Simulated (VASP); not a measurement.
# Ba (Im-3m) in VASP: a series of runs

Runs on Ba. Level: PBEsol. Tasks: single point, relaxation of cell and atoms.

Program: VASP 6.6.1. These are calculated values, not measurements. Logs are shortened: lines on timing, memory, paths and dates and some standing lists are left out, and cuts for length are marked.

## (1) The cell of the first run

The structure is cubic, space group Im-3m (No. 229). Conventional cell: a = 4.869 Å, b = 4.869 Å, c = 4.869 Å, α = 90.00°, β = 90.00°, γ = 90.00°. Within 5.5 Å of Ba (site symmetry m-3m) lie 14 Ba at 4.22 to 4.87 Å.

## (2) Single point, PBEsol

INCAR reads:

```
SYSTEM = Ba
PREC = Accurate ; ENCUT = 520
EDIFF = 1E-6 ; ISMEAR = 0
SIGMA = 0.1 ; LREAL = .False.
LASPH = .True. ; NELM = 80
ALGO = Fast ; ISIF = 2
LWAVE = .False. ; LCHARG = .False.
GGA = PS ; NBANDS = 11
```

KPOINTS reads:

```
Automatic mesh
0
Gamma
  12 12 12
  0 0 0
```

POSCAR reads:

```
Ba
1.0
   -2.4343261421      2.4343261421      2.4343261421
    2.4343261421     -2.4343261421      2.4343261421
    2.4343261421      2.4343261421     -2.4343261421
Ba
1
Direct
    0.0000000000      0.0000000000      0.0000000000
```

Potentials or basis: VASP PAW PBE potentials, release 64 (Ba_sv).

Started as:

```sh
$ cat potpaw_PBE.64/Ba_sv/POTCAR > POTCAR
$ mpirun -np 1 vasp_std > vasp.out
```

OUTCAR:

```text
SYSTEM = Ba
   PREC = Accurate
   ENCUT = 520
   EDIFF = 1E-6
   ISMEAR = 0
   LREAL = .False.
   LASPH = .True.
   NELM = 80
   ISIF = 2
   GGA = PS

 ion  position               nearest neighbor table
   1  0.000  0.000  0.000-

  LATTYP: Found a body centered cubic cell.
 ALAT       =     4.8686522842

  Lattice vectors:

 A1 = (  -2.4343261421,   2.4343261421,   2.4343261421)
 A2 = (   2.4343261421,  -2.4343261421,   2.4343261421)
 A3 = (   2.4343261421,   2.4343261421,  -2.4343261421)

Analysis of symmetry for initial positions (statically):
=====================================================================
 Subroutine PRICEL returns:
 Original cell was already a primitive cell.

 Routine SETGRP: Setting up the symmetry group for a
 body centered cubic supercell.

 Subroutine GETGRP returns: Found 48 space group operations
 (whereof 48 operations were pure point group operations)
 out of a pool of 48 trial point group operations.

The static configuration has the point symmetry O_h .

Analysis of symmetry for dynamics (positions and initial velocities):
=====================================================================
 Subroutine PRICEL returns:
 Original cell was already a primitive cell.

 Routine SETGRP: Setting up the symmetry group for a
 body centered cubic supercell.

 Subroutine GETGRP returns: Found 48 space group operations
 (whereof 48 operations were pure point group operations)
 out of a pool of 48 trial point group operations.

The dynamic configuration has the point symmetry O_h .

 Subroutine INISYM returns: Found 48 space group operations
 (whereof 48 operations are pure point group operations),
 and found     1 'primitive' translations

----------------------------------------------------------------------------------------

                                     Primitive cell

  volume of cell :      57.7027

  direct lattice vectors                    reciprocal lattice vectors
    -2.434326142  2.434326142  2.434326142     0.000000000  0.205395650  0.205395650
     2.434326142 -2.434326142  2.434326142     0.205395650  0.000000000  0.205395650
     2.434326142  2.434326142 -2.434326142     0.205395650  0.205395650  0.000000000

  length of vectors
     4.216376560  4.216376560  4.216376560     0.290473314  0.290473314  0.290473314

  position of ions in fractional coordinates (direct lattice)
     0.000000000  0.000000000  0.000000000

  ion indices of the primitive-cell ions
   primitive index   ion index
                 1           1

----------------------------------------------------------------------------------------

 KPOINTS: Automatic mesh

Automatic generation of k-mesh.
 Grid dimensions read from file:
 generate k-points for:   12   12   12

 Generating k-lattice:

  Cartesian coordinates                     Fractional coordinates (reciprocal lattice)
     0.000000000  0.017116304  0.017116304     0.083333333  0.000000000  0.000000000
     0.017116304  0.000000000  0.017116304     0.000000000  0.083333333  0.000000000
     0.017116304  0.017116304  0.000000000     0.000000000  0.000000000  0.083333333

  Length of vectors
     0.024206109  0.024206109  0.024206109

  Shift w.r.t. Gamma in fractional coordinates (k-lattice)
     0.000000000  0.000000000  0.000000000

 Subroutine IBZKPT returns following result:
 ===========================================

 Found     72 irreducible k-points:

 Following reciprocal coordinates:
            Coordinates               Weight
  0.000000  0.000000  0.000000      1.000000
  0.083333  0.000000  0.000000     12.000000
  0.166667  0.000000  0.000000     12.000000
  0.250000  0.000000  0.000000     12.000000
  0.333333  0.000000  0.000000     12.000000
  0.416667  0.000000  0.000000     12.000000
[... 16 lines left out ...]
  0.333333  0.083333  0.083333     24.000000
  0.416667  0.083333  0.083333     12.000000
 [... further k-points ...]
   k-points           NKPTS =     72   k-points in BZ     NKDIM =     72   number of bands    NBANDS=     11
   number of dos      NEDOS =    301   number of ions     NIONS =      1
   total plane-waves  NPLWV =  32768
   dimension x,y,z NGX =    32 NGY =   32 NGZ =   32
   dimension x,y,z NGXF=    64 NGYF=   64 NGZF=   64
   ions per type =               1
   NGX,Y,Z   is equivalent  to a cutoff of  12.62, 12.62, 12.62 a.u.
   NGXF,Y,Z  is equivalent  to a cutoff of  25.23, 25.23, 25.23 a.u.
 SYSTEM =  Ba
   PREC   = accura    normal or accurate (medium, high low for compatibility)
   ISTART =      0    job   : 0-new  1-cont  2-samecut
   ICHARG =      2    charge: 1-file 2-atom 10-const
   ISPIN  =      1    spin polarized calculation?
   LNONCOLLINEAR =      F non collinear calculations
   LSORBIT =      F    spin-orbit coupling
   LASPH  =      T    aspherical Exc in radial PAW
   ENCUT  =  520.0 eV  38.22 Ry    6.18 a.u.   7.84  7.84  7.84*2*pi/ulx,y,z
   NELM   =     80;   NELMIN=  2; NELMDL= -5     # of ELM steps
   EDIFF  = 0.1E-05   stopping-criterion for ELM
   LREAL  =      F    real-space projection
   EDIFFG = 0.1E-04   stopping-criterion for IOM
   NSW    =      0    number of steps for IOM
   IBRION =     -1    ionic relax: 0-MD 1-quasi-New 2-CG
   NFREE  =      0    steps in history (QN), initial steepest desc. (CG)
   ISIF   =      2    stress and relaxation
   ISYM   =      2    0-nonsym 1-usesym 2-fastsym
   POTIM  = 0.5000    time-step for ionic-motion
   TEBEG  =    0.0;   TEEND  =   0.0 temperature during run
   PSTRESS=    0.0 pullay stress
   NELECT =      10.0000    total number of electrons
   NUPDOWN=      -1.0000    fix difference up-down
   EMIN   =  10.00;   EMAX   =-10.00  energy-range for DOS
   EFERMI =   0.00;   METHOD = LEGACY
   ISMEAR =     0;   SIGMA  =   0.10  broadening in eV -4-tet -1-fermi 0-gaus
   EFERMI_NEDOS =   21; number of points for ismear=-14 and -15
   IALGO  =     68    algorithm
   IMIX   =      4    mixing-type and parameters
     AMIX     =   0.40;   BMIX     =  1.00
     AMIX_MAG =   1.60;   BMIX_MAG =  1.00
  volume/ion in A,a.u.               =      57.70       389.40
  Fermi-wavevector in a.u.,A,eV,Ry     =   0.912731  1.724811 11.334709  0.833078
  Thomas-Fermi vector in A             =   2.037161
   LORBIT       =      0    0 simple, 1 ext, 2 COOP (PROOUT), +10 PAW based schemes
   GGA     = PS    functional components
   LHFCALC =     F    Hartree Fock is set to
   AEXX    =    0.0000 exact exchange contribution
   IVDW    =     0    specifies the selected vdW correction
   LEPSILON=     F    determine dielectric tensor
   LRPA    =     F    only Hartree local field effects (RPA)
 non-spin polarized calculation
 RMM-DIIS sequential band-by-band and
 Gauss-broadening in eV      SIGMA  =   0.10
  energy-cutoff  :      520.00
  volume of cell :       57.70
 maximum number of plane-waves:      1568
   NGX = 15   NGY = 15   NGZ = 15

 number of electron      10.0000001 magnetization

 Free energy of the ion-electron system (eV)
  ---------------------------------------------------
  ext. energy  EPLUGINS =         0.00000000
  ---------------------------------------------------
  free energy    TOTEN  =        -2.15160047 eV

  energy without entropy =       -2.14523368  energy(sigma->0) =       -2.14841708

 E-fermi :   1.8294     XC(G=0):  -7.7977

 val. band max:        1.8039862514   @ k =  -0.3333   0.5000   0.1667
 cond. band min:       1.8421808180   @ k =  -0.3333   0.4167   0.2500
 fundamental gap:      0.0381945666
 Fermi energy:         1.8293760620

 k-point     1 :       0.0000    0.0000    0.0000
  band No.  band energies     occupation
      1     -26.8827      2.00000
      2     -11.7549      2.00000
      3     -11.7549      2.00000
      4     -11.7549      2.00000
      5      -0.9747      2.00000
      6       3.7401      0.00000
      7       3.7401      0.00000
      8       3.7401      0.00000
      9       5.2995      0.00000
     10       5.2995      0.00000
     11       9.0270      0.00000

 k-point     2 :       0.0833    0.0000    0.0000
  band No.  band energies     occupation
      1     -26.8785      2.00000
      2     -11.8001      2.00000
      3     -11.7685      2.00000
      4     -11.7553      2.00000
      5      -0.8293      2.00000
      6       3.6208      0.00000
      7       3.6785      0.00000
      8       3.8882      0.00000
      9       5.1003      0.00000
     10       5.2870      0.00000
     11       9.1969      0.00000

 k-point     3 :       0.1667    0.0000    0.0000
  band No.  band energies     occupation
      1     -26.8668      2.00000
      2     -11.9200      2.00000
      3     -11.8050      2.00000
      4     -11.7563      2.00000
      5      -0.4271      2.00000
      6       3.3346      0.00000
      7       3.4140      0.00000
      8       4.3249      0.00000
      9       4.9203      0.00000
     10       5.2841      0.00000
     11       9.5557      0.00000

 k-point     4 :       0.2500    0.0000    0.0000
  band No.  band energies     occupation
      1     -26.8508      2.00000
      2     -12.0769      2.00000
      3     -11.8542      2.00000
      4     -11.7577      2.00000
      5       0.1222      2.00000
      6       3.0085      0.00000
      7       3.0484      0.00000
      8       5.0263      0.00000
      9       5.0299      0.00000
     10       5.3535      0.00000
     11       9.4933      0.00000

 k-point     5 :       0.3333    0.0000    0.0000
  band No.  band energies     occupation
      1     -26.8347      2.00000
      2     -12.2266      2.00000
      3     -11.9024      2.00000
      4     -11.7592      2.00000
      5       0.6079      2.00000
      6       2.7320      0.00000
      7       2.9190      0.00000
      8       5.2405      0.00000
      9       5.5293      0.00000
     10       5.9452      0.00000
     11       8.7842      0.00000
[... 211 lines left out ...]
 k-point    21 :       0.1667    0.0833    0.0833
  band No.  band energies     occupation
      1     -26.8460      2.00000
      2     -12.1207      2.00000
      3     -11.8424      2.00000
      4     -11.7919      2.00000
      5       0.3641      2.00000
      6       2.8195      0.00000
      7       2.8320      0.00000
      8       5.1710      0.00000
      9       5.4115      0.00000
     10       5.5467      0.00000
     11       9.8178      0.00000

 k-point    22 :       0.2500    0.0833    0.0833
  band No.  band energies     occupation
      1     -26.8318      2.00000
      2     -12.2299      2.00000
      3     -11.9085      2.00000
      4     -11.7968      2.00000
      5       0.8849      2.00000
      6       2.6015      0.00000
      7       2.6957      0.00000
      8       5.3355      0.00000
      9       5.6358      0.00000
     10       6.4359      0.00000
     11       9.1425      0.00000

 k-point    23 :       0.3333    0.0833    0.0833
  band No.  band energies     occupation
      1     -26.8213      2.00000
      2     -12.3038      2.00000
      3     -11.9602      2.00000
      4     -11.8004      2.00000
      5       1.1325      2.00000
      6       2.4605      0.00000
      7       2.9425      0.00000
      8       5.4460      0.00000
      9       5.8488      0.00000
     10       7.2857      0.00000
     11       8.4703      0.00000

 k-point    24 :       0.4167    0.0833    0.0833
  band No.  band energies     occupation
      1     -26.8175      2.00000
      2     -12.3298      2.00000
      3     -11.9797      2.00000
      4     -11.8018      2.00000
      5       1.1711      2.00000
      6       2.4131      0.00000
      7       3.1710      0.00000
      8       5.4315      0.00000
      9       5.9543      0.00000
     10       7.8526      0.00000
     11       8.0713      0.00000

 [... further k-points ...]
[... 5 lines left out ...]
  --------------------------------------------------------------------------------------
  -------------------------------------------------------------------------------------
  Total        0.0446247      0.0446247      0.0446247     -0.0000000     -0.0000000      0.0000000
  in kB        1.2390522      1.2390522      1.2390522     -0.0000000     -0.0000000      0.0000000
  external PRESSURE =       1.2390522 kB  Pullay stress =       0.0000000 kB

 VOLUME and BASIS-vectors are now :
 -----------------------------------------------------------------------------
  energy-cutoff  :      520.00
  volume of cell :       57.70
      direct lattice vectors                 reciprocal lattice vectors
    -2.434326142  2.434326142  2.434326142     0.000000000  0.205395650  0.205395650
     2.434326142 -2.434326142  2.434326142     0.205395650  0.000000000  0.205395650
     2.434326142  2.434326142 -2.434326142     0.205395650  0.205395650  0.000000000

 POSITION                                       TOTAL-FORCE (eV/Angst)
 -----------------------------------------------------------------------------------
      0.00000      0.00000      0.00000         0.000000     -0.000000     -0.000000
 -----------------------------------------------------------------------------------
    total drift:                               -0.000000      0.000000      0.000000

  FREE ENERGIE OF THE ION-ELECTRON SYSTEM (eV)
  ---------------------------------------------------
  free  energy   TOTEN  =        -2.1516004732 eV

  energy  without entropy=       -2.1452336792  energy(sigma->0) =       -2.14841708
```

Run time: 13 s. Hardware: 1 thread of Intel Xeon 6975P-C (Granite Rapids), shared host; peak memory 0.19 GiB.

What came out:

| Item | Value |
| --- | --- |
| Free energy | -2.1516 eV |
| Pressure | 0.1 GPa |
| Band gap on the k mesh | zero (band 5 reaches 2.43 eV, above the bottom of band 6 at 1.16 eV) |

Levels at points of the mesh, in eV from the Fermi level:
| k point | band 3 | band 4 | band 5 | band 6 | band 7 | band 8 |
| --- | --- | --- | --- | --- | --- | --- |
| (0.00, 0.00, 0.00) | -13.58 | -13.58 | -2.80 | 1.91 | 1.91 | 1.91 |
| (0.50, 0.00, 0.00) | -13.78 | -13.59 | -0.96 | 0.66 | 1.55 | 3.46 |
| (0.50, 0.50, 0.50) | -14.01 | -14.01 | -0.67 | -0.67 | 4.79 | 4.79 |

Caveat: the PAW data sets were made with another functional, which shifts forces and pressure a little; spin-orbit coupling is left out, which moves the levels of the heavy elements.

## (3) Relaxation of cell and atoms, PBEsol

INCAR reads:

```
SYSTEM = Ba
PREC = Accurate
ENCUT = 600
EDIFF = 1E-6
ISMEAR = 0
SIGMA = 0.1
LREAL = .False.
LASPH = .True.
NELM = 80
ALGO = Fast
ISIF = 3
LWAVE = .False.
LCHARG = .False.
GGA = PS
IBRION = 2
NSW = 100
EDIFFG = -0.005
```

KPOINTS is that of step 2.

POSCAR is that of step 2.

Potentials or basis: VASP PAW PBE potentials, release 64 (Ba_sv).

Started as:

```sh
$ cat potpaw_PBE.64/Ba_sv/POTCAR > POTCAR
$ mpirun -np 1 vasp_std > vasp.out
```

Run time: 45 s. Hardware: 1 thread of Intel Xeon 6975P-C (Granite Rapids), shared host; peak memory 0.24 GiB.

Results (log left out):

```yaml
Free_energy: -2.1518 eV
Relaxed_volume: 58.25 Å³/atom
Relaxed_cell: a = 4.230 Å, b = 4.230 Å, c = 4.230 Å, α = 109.47°, β = 109.47°, γ = 109.47°
Space_group_after_relaxing_to_0.05_Å: Im-3m (No. 229)
Energy_gained_by_relaxing: 0.3 meV/atom
Ionic_steps: 4
Pressure_after_relaxing: 0.0 GPa
Band_gap_on_the_k_mesh: zero (band 5 reaches 2.39 eV, above the bottom of band 6 at 1.15 eV)
```

The path:
| step | energy change (eV) | largest force (eV/Å) | pressure (GPa) | volume (Å³) |
| --- | --- | --- | --- | --- |
| 1 | 0.0000 | 0.0000 | 0.12 | 57.70 |
| 2 | -0.0002 | 0.0000 | 0.04 | 58.06 |
| 3 | -0.0002 | 0.0000 | 0.05 | 58.12 |
| 4 | -0.0003 | 0.0000 | 0.01 | 58.25 |

Final structure:
```
Ba
1.0
    -2.44199    2.44199    2.44199
     2.44199   -2.44199    2.44199
     2.44199    2.44199   -2.44199
Ba
1
Direct
  0.00000 0.00000 0.00000
```

Levels at points of the mesh, in eV from the Fermi level:
```csv
k point,band 2,band 3,band 4,band 5,band 6,band 7,band 8,band 9
"(0.00, 0.00, 0.00)",-13.60,-13.60,-13.60,-2.80,1.90,1.90,1.90,3.45
"(0.50, 0.00, 0.00)",-14.20,-13.79,-13.61,-0.96,0.66,1.52,3.43,4.06
"(0.50, 0.50, 0.50)",-14.02,-14.02,-14.02,-0.65,-0.65,4.74,4.74,4.74
```

Caveat: the PAW data sets were made with another functional, which shifts forces and pressure a little; spin-orbit coupling is left out, which moves the levels of the heavy elements.
